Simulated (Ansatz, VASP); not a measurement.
LiF: VASP beside Ansatz

```
CELL_PARAMETERS angstrom
2.49554 0.00000 0.00000
0.00000 2.49554 0.00000
0.00000 0.00000 2.62352
ATOMIC_POSITIONS crystal
Li 0.00000 0.00000 0.00000
F 0.50000 0.50000 0.50000
```

Change from the starting cell: strain -0.025 along x and y, +0.025 along z, atoms carried along.

Alike in both runs: task single point; functional LDA; k mesh 10 × 10 × 10; occupations gaussian, width 0.05 eV; no spin polarisation.

|  | VASP | Ansatz |
| --- | --- | --- |
| version | VASP 6.6.1 | Ansatz 0.2.0 |
| potentials or method | VASP PAW LDA potentials, release 64 (Li_sv, F), cutoff 520 eV | scalar-relativistic, plane waves, PAW |
| valence electrons in the cell | 10 | 10 |

|  | VASP | Ansatz | Ansatz less VASP |
| --- | --- | --- | --- |
| gap on the k mesh at the Fermi level (eV) | 7.36 | 7.36 | +0.004 |
| least direct gap on the mesh (eV) | 8.01 | 8.01 | +0.002 |

LDA's correlation is that of Perdew and Zunger in VASP and of Perdew and Wang (1992) in Ansatz.

Noted on VASP's run: the cutoff is short for stress, so the pressure is rough.
